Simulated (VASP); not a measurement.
Set up this calculation in VASP 6.6.1, as the native input.

```
Task                   : single point
Functional             : LDA
Potentials or basis    : VASP PAW LDA potentials, release 64 (Si)
Cutoff                 : 520 eV
k mesh                 : 10 × 10 × 1
Occupations            : fermi-dirac, width 0.15 eV
Spin                   : no spin polarisation
Dipole correction      : yes
Further INCAR settings : ALGO = Normal; EDIFF = 1e-07; NBANDS = 21
```

The structure of Si lies in POSCAR:

```
Si
1.0
    3.8197434381      0.0000000000      0.0000000000
    0.0000000000      3.8197434381      0.0000000000
    0.0000000000      0.0000000000     22.7524000000
Si
6
Direct
    0.7500000000      0.0000000000      0.3516109022
    0.2500000000      0.0000000000      0.4109665413
    0.2500000000      0.5000000000      0.4703221804
    0.7500000000      0.5000000000      0.5296778196
    0.7500000000      0.0000000000      0.5890334587
    0.2500000000      0.0000000000      0.6483890978
```

The input as run:

INCAR

```
  PREC = Accurate
  ENCUT = 520
  EDIFF = 1E-7
  ISMEAR = -1
  SIGMA = 0.15
  LREAL = F
  LASPH = T
  NELM = 80
  ALGO = Normal
  ISIF = 2
  LWAVE = F
  LCHARG = F
  LDIPOL = T
  IDIPOL = 3
  DIPOL = 0.5 0.5 0.500
  NBANDS = 21
```

KPOINTS

```
Automatic mesh
0
Gamma
  10 10 1
```

Potentials or basis: VASP PAW LDA potentials, release 64 (Si).

The run is started by

```console
$ cat potpaw_LDA.64/Si/POTCAR > POTCAR
$ mpirun -np 1 vasp_std > vasp.out
```

Results of the run:

```
Largest force          : 0.130 eV/Å
Band gap on the k mesh : zero (bands 12 and 13 overlap by 1.03 eV)
```

Run time: 3.7 min on 1 thread of AMD EPYC 9R45 96-Core Processor (Zen 5), with other jobs on the host, peak memory 0.35 GiB.
